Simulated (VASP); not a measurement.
Crystal: Ni.

```
Ni
1.0
     0.00000    1.75840    1.75840
     1.75840    0.00000    1.75840
     1.75840    1.75840    0.00000
Ni
1
Direct
  0.00000 0.00000 0.00000
```

Base run:

| Quantity | Value |
| --- | --- |
| Program | VASP 6.6.1 |
| Functional | LDA |
| Potentials or basis | VASP PAW LDA potentials, release 64 (Ni) |
| Cutoff | 520 eV |
| k mesh | 12 × 12 × 12 |
| Occupations | gaussian, width 0.1 eV |
| Spin | collinear spin, ferromagnetic start |
| Starting moments | [0.2] μB |

Its results: pressure -17.0 GPa; site moments Ni +0.58 μB.

**Question.** After a change of settings the same cell gave: pressure -5.7 GPa; site moments Ni +1.39 μB. Which change was it?
A. moments at the start from [0.2] to [1.94]; fixed moment from none to 1.94 μB
B. moments at the start from [0.2] to [1.69]; fixed moment from none to 1.69 μB
C. moments at the start from [0.2] to [1.45]; fixed moment from none to 1.45 μB
D. moments at the start from [0.2] to [0.97]; fixed moment from none to 0.97 μB

**Answer.** C.

Caveats: the cell stands under tension; the total moment is fixed, so each spin has its own Fermi level (at least some runs).
